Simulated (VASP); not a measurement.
Set up this calculation in VASP 6.6.1, as the native input.

| Quantity | Value |
| --- | --- |
| Task | single point |
| Functional | LDA |
| Potentials or basis | VASP PAW LDA potentials, release 64 (Zn, O) |
| Cutoff | 520 eV |
| k mesh | 12 × 12 × 12 |
| Occupations | gaussian, width 0.05 eV |
| Spin | no spin polarisation |
| Dipole correction | no |
| Further INCAR settings | ALGO = Normal; EDIFF = 1e-07; NBANDS = 16 |

The structure of ZnO lies in POSCAR:

```
ZnO
1.0
    0.0000000000      2.1991640769      2.1111975139
    2.1991640769      0.0000000000      2.1111975139
    2.1991640769      2.1991640769      0.0000000000
Zn O
1 1
Direct
    0.0000000000      0.0000000000      0.0000000000
    0.5000000000      0.5000000000      0.5000000000
```

This cell differs from its parent crystal: ratio of the length along z to the lengths across it x 0.96, volume and fractional coordinates fixed.

The input as run:

INCAR

```
PREC = Accurate
ENCUT = 520
EDIFF = 1E-7
ISMEAR = 0
SIGMA = 0.05
LREAL = False
LASPH = True
NELM = 60
ALGO = Normal
ISIF = 2
LWAVE = False
LCHARG = True
GGA = CA
LELF = True
LVHAR = True
NBANDS = 16
```

KPOINTS

```
Automatic mesh
0
Gamma
  12 12 12
```

Potentials or basis: VASP PAW LDA potentials, release 64 (Zn, O).

Run with:

```bash
$ cat potpaw_LDA.64/Zn/POTCAR potpaw_LDA.64/O/POTCAR > POTCAR
$ mpirun -np 1 vasp_std > vasp.out
```

It gave:

```
Pressure               : -13.5 GPa
Band gap on the k mesh : 0.60 eV, indirect (least direct gap 1.85 eV)
```

It took 110 s on 1 thread of AMD EPYC 7R13, with other jobs on the host, peak memory 0.14 GiB.
